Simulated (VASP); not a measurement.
Wanted: the native input for a VASP 6.6.1 run.

```
Task                   : single point
Functional             : r2SCAN
Potentials or basis    : VASP PAW PBE potentials, release 64 (Mg, Sn_d)
Cutoff                 : 660 eV
k mesh                 : 10 × 10 × 10
Occupations            : gaussian, width 0.01 eV
Spin                   : no spin polarisation
Dipole correction      : no
Further INCAR settings : ALGO = Normal; EDIFF = 1e-06; NBANDS = 16
```

Mg2Sn:

```
Mg Sn
1.0
     0.00000    3.44700    3.44700
     3.44700    0.00000    3.44700
     3.44700    3.44700    0.00000
Mg Sn
2 1
Direct
  0.25000 0.25000 0.25000
  0.75000 0.75000 0.75000
  0.00000 0.00000 0.00000
```

One way to write it, as run:

POSCAR

```
Mg2Sn
1.0
    0.0000000000      3.4469976934      3.4469976934
    3.4469976934      0.0000000000      3.4469976934
    3.4469976934      3.4469976934      0.0000000000
Mg Sn
2 1
Direct
    0.2500000000      0.2500000000      0.2500000000
    0.7500000000      0.7500000000      0.7500000000
    0.0000000000      0.0000000000      0.0000000000
```

INCAR.step1

```
  ALGO = Normal
  EDIFF = 1E-5
  ENCUT = 660
  GGA = PE
  GGA_COMPAT = F
  ISMEAR = 0
  LASPH = T
  LCHARG = F
  LREAL = F
  LWAVE = T
  NBANDS = 16
  NELM = 120
  PREC = Accurate
  SIGMA = 0.01
```

INCAR.step2

```
  ALGO = Normal
  EDIFF = 1E-6
  ENCUT = 660
  GGA_COMPAT = F
  ISIF = 2
  ISMEAR = 0
  ISTART = 1
  LASPH = T
  LCHARG = F
  LMIXTAU = T
  LREAL = F
  LWAVE = F
  METAGGA = R2SCAN
  NBANDS = 16
  NELM = 120
  PREC = Accurate
  SIGMA = 0.01
```

KPOINTS

```
k-points
0
Gamma
  10 10 10
```

Potentials or basis: VASP PAW PBE potentials, release 64 (Mg, Sn_d).

Run with:

```bash
$ cat potpaw_PBE.64/Mg/POTCAR potpaw_PBE.64/Sn_d/POTCAR > POTCAR
$ cp INCAR.step1 INCAR
$ mpirun -np 1 vasp_std > vasp.out
$ cp INCAR.step2 INCAR
$ mpirun -np 1 vasp_std > vasp.out
```

It gave:

```json
{"Pressure": "-2.5 GPa"}
```

Caveat: the PAW data sets were made with another functional, which shifts forces and pressure a little.

It took 4.8 min on 1 thread of Intel(R) Xeon(R) Platinum 8259CL CPU @ 2.50GHz (Skylake/Cascade Lake), on a shared host, peak memory 0.34 GiB.
